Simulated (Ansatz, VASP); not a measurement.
# One calculation of Pb, two programs

```
Pb
1.0
     0.00000    2.53941    2.33626
     2.53941    0.00000    2.33626
     2.53941    2.53941    0.00000
Pb
1
Direct
  0.00000 0.00000 0.00000
```

Alike in both runs: task single point; functional PBEsol; k mesh 18 × 18 × 18; occupations gaussian, width 0.15 eV; no spin polarisation.

|  | VASP | Ansatz |
| --- | --- | --- |
| version | VASP 6.6.1 | Ansatz 0.2.0 |
| potentials or method | VASP PAW PBE potentials, release 64 (Pb_d), cutoff 520 eV | scalar-relativistic, plane waves, PAW |
| valence electrons in the cell | 14 | 14 |

```tsv
	VASP	Ansatz	Ansatz less VASP
gap on the k mesh at the Fermi level (eV)	none	none	-
pressure (GPa)	-0.2	-0.2	+0.06
traceless stress, the component that is largest in VASP (GPa)	0.42	0.42	-0.001
```

VASP's potentials were made for PBE, not for PBEsol. A gap of «none» marks a metal or a gap that the smearing closes.

Spin-orbit coupling is off throughout.
